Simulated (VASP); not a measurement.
BaTiO3, 10 atoms in the cell. The typed cell holds 10 atoms: a = 3.952 Å, b = 3.953 Å, c = 7.906 Å, α = 90.06°, β = 89.94°, γ = 90.06°. 

* Program: VASP 6.6.1
* Task: single point
* Functional: PBEsol
* Dispersion: D3(BJ)
* Potentials or basis: VASP PAW PBE potentials, release 64 (Ba_sv, Ti_sv, O)
* Cutoff: 520 eV
* k mesh: 7 × 7 × 4
* Occupations: fermi-dirac, width 0.05 eV
* Spin: no spin polarisation
* Dipole correction: no
* Further INCAR settings: ALGO = Normal; EDIFF = 1e-06; NBANDS = 51

Potentials or basis: VASP PAW PBE potentials, release 64 (Ba_sv, Ti_sv, O).

Launch:

```bash
$ cat potpaw_PBE.64/Ba_sv/POTCAR potpaw_PBE.64/Ti_sv/POTCAR potpaw_PBE.64/O/POTCAR > POTCAR
$ mpirun -np 1 vasp_std > vasp.out
```

Hardware: 1 thread of Intel(R) Xeon(R) Platinum 8259CL CPU @ 2.50GHz (Skylake/Cascade Lake), on a shared host.

**Question.** How long does it take, and how much memory?

**Answer.** Wall time 11 min on 1 thread of Intel(R) Xeon(R) Platinum 8259CL CPU @ 2.50GHz (Skylake/Cascade Lake) (shared host), peak memory 0.59 GiB. Counts: scf iterations 17, k points 99.
